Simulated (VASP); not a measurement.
Here is a VASP 6.6.1 calculation.

POSCAR

```
HfC
1.0
    3.3428660531      0.0000000000      0.0000000000
   -1.6714330265      2.8950069234      0.0000000000
    0.0000000000      0.0000000000      5.2027140000
Hf C
2 2
Direct
    0.3333333333      0.6666666667      0.2500000000
    0.6666666667      0.3333333333      0.7500000000
    0.0000000000      0.0000000000      0.5000000000
    0.0000000000      0.0000000000      0.0000000000
```

File INCAR.step1:

```
PREC     = Accurate       # precision mode
ENCUT    = 520            # plane-wave cutoff, eV
ISMEAR   = -1             # smearing method
SIGMA    = 0.05           # smearing width, eV
LREAL    = F              # projectors in reciprocal space
LASPH    = T              # aspherical terms in the spheres
NELM     = 150            # most SCF steps
LNONCOLLINEAR= T              # non-collinear magnetism
MAGMOM   = 0 0 0 0 0 0 0 0 0 0 0 0 # initial moments
LSORBIT  = T              # spin-orbit coupling
GGA_COMPAT= F            
LMAXMIX  = 4              # l up to which the mixer works
NBANDS   = 42             # bands
GGA      = PE             # functional
ALGO     = Normal         # electronic algorithm
EDIFF    = 1E-4           # SCF threshold, eV
LWAVE    = T              # write WAVECAR
LCHARG   = F              # write CHGCAR
```

The input INCAR.step2:

```
PREC     = Accurate       # precision mode
ENCUT    = 520            # plane-wave cutoff, eV
EDIFF    = 1E-6           # SCF threshold, eV
ISMEAR   = -1             # smearing method
SIGMA    = 0.05           # smearing width, eV
LREAL    = F              # projectors in reciprocal space
LASPH    = T              # aspherical terms in the spheres
NELM     = 150            # most SCF steps
ALGO     = Normal         # electronic algorithm
ISIF     = 2              # what is computed and relaxed
LWAVE    = F              # write WAVECAR
LCHARG   = F              # write CHGCAR
LNONCOLLINEAR= T              # non-collinear magnetism
MAGMOM   = 0 0 0 0 0 0 0 0 0 0 0 0 # initial moments
LORBIT   = 11             # projections on sites
LSORBIT  = T              # spin-orbit coupling
GGA_COMPAT= F            
LORBMOM  = T            
LMAXMIX  = 4              # l up to which the mixer works
METAGGA  = R2SCAN         # meta-GGA
LMIXTAU  = T            
NBANDS   = 42             # bands
ISTART   = 1
```

File KPOINTS:

```
Automatic mesh
0
Gamma
  9 9 5
```

Potentials or basis: VASP PAW PBE potentials, release 64 (Hf_pv, C).

Run with:

```console
$ cat potpaw_PBE.64/Hf_pv/POTCAR potpaw_PBE.64/C/POTCAR > POTCAR
$ cp INCAR.step1 INCAR
$ mpirun -np 1 vasp_ncl > vasp.out
$ cp INCAR.step2 INCAR
$ mpirun -np 1 vasp_ncl > vasp.out
```

(1) What does it give for the pressure?

(2) Predict the net moment.

Results:

(1) -3.8 GPa.

(2) 0.00 μB per cell.

Caveat: the cell stands under tension; the PAW data sets were made with another functional, which shifts forces and pressure a little.
